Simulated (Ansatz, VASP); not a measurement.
One calculation of LiNbO3, two programs

The input INCAR:

```
SYSTEM = LiNbO3
PREC = Accurate
ENCUT = 520
EDIFF = 1E-6
ISMEAR = 0
SIGMA = 0.05
LREAL = Auto
LASPH = .TRUE.
NELM = 80
ALGO = Normal
ISIF = 2
LWAVE = .FALSE.
LCHARG = .FALSE.
GGA = PE
NBANDS = 162
LUSENCCL = .FALSE.
```

The input KPOINTS:

```
regular mesh
0
G
  3 3 3
  0 0 0
```

File POSCAR:

```
LiNbO3
1.0
   -5.1378000000     -2.9663100000      4.4995670000
    5.1378000000     -2.9663100000      4.4995670000
    0.0000000000      5.9326200000      4.4995670000
Li Nb O
8 8 24
Direct
    0.2500000000      0.2500000000      0.2500000000
    0.7500000000      0.7500000000      0.2500000000
    0.7500000000      0.2500000000      0.7500000000
    0.2500000000      0.7500000000      0.7500000000
    0.7500000000      0.2500000000      0.2500000000
    0.2500000000      0.7500000000      0.2500000000
    0.2500000000      0.2500000000      0.7500000000
    0.7500000000      0.7500000000      0.7500000000
    0.0000000000      0.0000000000      0.0000000000
    0.5000000000      0.5000000000      0.0000000000
    0.5000000000      0.0000000000      0.5000000000
    0.0000000000      0.5000000000      0.5000000000
    0.5000000000      0.0000000000      0.0000000000
    0.0000000000      0.5000000000      0.0000000000
    0.0000000000      0.0000000000      0.5000000000
    0.5000000000      0.5000000000      0.5000000000
    0.5628250000      0.4371750000      0.2500000000
    0.0628250000      0.9371750000      0.2500000000
    0.0628250000      0.4371750000      0.7500000000
    0.5628250000      0.9371750000      0.7500000000
    0.7500000000      0.0628250000      0.4371750000
    0.2500000000      0.5628250000      0.4371750000
    0.2500000000      0.0628250000      0.9371750000
    0.7500000000      0.5628250000      0.9371750000
    0.9371750000      0.2500000000      0.0628250000
    0.4371750000      0.7500000000      0.0628250000
    0.4371750000      0.2500000000      0.5628250000
    0.9371750000      0.7500000000      0.5628250000
    0.2500000000      0.4371750000      0.0628250000
    0.7500000000      0.9371750000      0.0628250000
    0.7500000000      0.4371750000      0.5628250000
    0.2500000000      0.9371750000      0.5628250000
    0.4371750000      0.0628250000      0.2500000000
    0.9371750000      0.5628250000      0.2500000000
    0.9371750000      0.0628250000      0.7500000000
    0.4371750000      0.5628250000      0.7500000000
    0.0628250000      0.2500000000      0.4371750000
    0.5628250000      0.7500000000      0.4371750000
    0.5628250000      0.2500000000      0.9371750000
    0.0628250000      0.7500000000      0.9371750000
```

Input for Ansatz:

```yaml
crystal:
  lattice:
    - [-5.1378, -2.96631, 4.499567]
    - [5.1378, -2.96631, 4.499567]
    - [0.0, 5.93262, 4.499567]
  atoms:
    - { symbol: Li, position: [0.25, 0.25, 0.25] }
    - { symbol: Li, position: [0.75, 0.75, 0.25] }
    - { symbol: Li, position: [0.75, 0.25, 0.75] }
    - { symbol: Li, position: [0.25, 0.75, 0.75] }
    - { symbol: Li, position: [0.75, 0.25, 0.25] }
    - { symbol: Li, position: [0.25, 0.75, 0.25] }
    - { symbol: Li, position: [0.25, 0.25, 0.75] }
    - { symbol: Li, position: [0.75, 0.75, 0.75] }
    - { symbol: Nb, position: [0.0, 0.0, 0.0] }
    - { symbol: Nb, position: [0.5, 0.5, 0.0] }
    - { symbol: Nb, position: [0.5, 0.0, 0.5] }
    - { symbol: Nb, position: [0.0, 0.5, 0.5] }
    - { symbol: Nb, position: [0.5, 0.0, 0.0] }
    - { symbol: Nb, position: [0.0, 0.5, 0.0] }
    - { symbol: Nb, position: [0.0, 0.0, 0.5] }
    - { symbol: Nb, position: [0.5, 0.5, 0.5] }
    - { symbol: O, position: [0.562825, 0.437175, 0.25] }
    - { symbol: O, position: [0.062825, 0.937175, 0.25] }
    - { symbol: O, position: [0.062825, 0.437175, 0.75] }
    - { symbol: O, position: [0.562825, 0.937175, 0.75] }
    - { symbol: O, position: [0.75, 0.062825, 0.437175] }
    - { symbol: O, position: [0.25, 0.562825, 0.437175] }
    - { symbol: O, position: [0.25, 0.062825, 0.937175] }
    - { symbol: O, position: [0.75, 0.562825, 0.937175] }
    - { symbol: O, position: [0.937175, 0.25, 0.062825] }
    - { symbol: O, position: [0.437175, 0.75, 0.062825] }
    - { symbol: O, position: [0.437175, 0.25, 0.562825] }
    - { symbol: O, position: [0.937175, 0.75, 0.562825] }
    - { symbol: O, position: [0.25, 0.437175, 0.062825] }
    - { symbol: O, position: [0.75, 0.937175, 0.062825] }
    - { symbol: O, position: [0.75, 0.437175, 0.562825] }
    - { symbol: O, position: [0.25, 0.937175, 0.562825] }
    - { symbol: O, position: [0.437175, 0.062825, 0.25] }
    - { symbol: O, position: [0.937175, 0.562825, 0.25] }
    - { symbol: O, position: [0.937175, 0.062825, 0.75] }
    - { symbol: O, position: [0.437175, 0.562825, 0.75] }
    - { symbol: O, position: [0.062825, 0.25, 0.437175] }
    - { symbol: O, position: [0.562825, 0.75, 0.437175] }
    - { symbol: O, position: [0.562825, 0.25, 0.937175] }
    - { symbol: O, position: [0.062825, 0.75, 0.937175] }
basis:
  ecutwfc: 420
  fft_grid_basis: typed
kpoints:
  mp_grid: { grid: [3, 3, 3] }
hamiltonian:
  xc: pbe
  pseudopotentials: { kind: paw }
scf:
  occupations: { method: gaussian, width: 0.05 }
output:
  forces: true
  stress: false
  eigenvalues: true
  bader: false
  write_density: true
  volumetric_format: npy
```

Alike in both runs: task single point; functional PBE; k mesh 3 × 3 × 3; occupations gaussian, width 0.05 eV; no spin polarisation.

```csv
,VASP,Ansatz
version,VASP 6.6.1,Ansatz 0.2.0
potentials or method,"VASP PAW PBE potentials, release 64 (Li_sv, Nb_sv, O), cutoff 520 eV","scalar-relativistic, plane waves, PAW"
valence electrons in the cell,272,272
```

Ansatz gave:

| Item | Value |
| --- | --- |
| gap on the k mesh at the Fermi level (eV) | 2.68 |
| rms of the force components (eV/Å) | 0.065 |

Problem. Estimate VASP's values.

Solution. gap on the k mesh at the Fermi level (eV): 2.67; rms of the force components (eV/Å): 0.052.

Atom by atom the forces differ by 0.013 eV/Å (rms over components).

Noted on VASP's run: the cutoff is short for stress, so the pressure is rough.
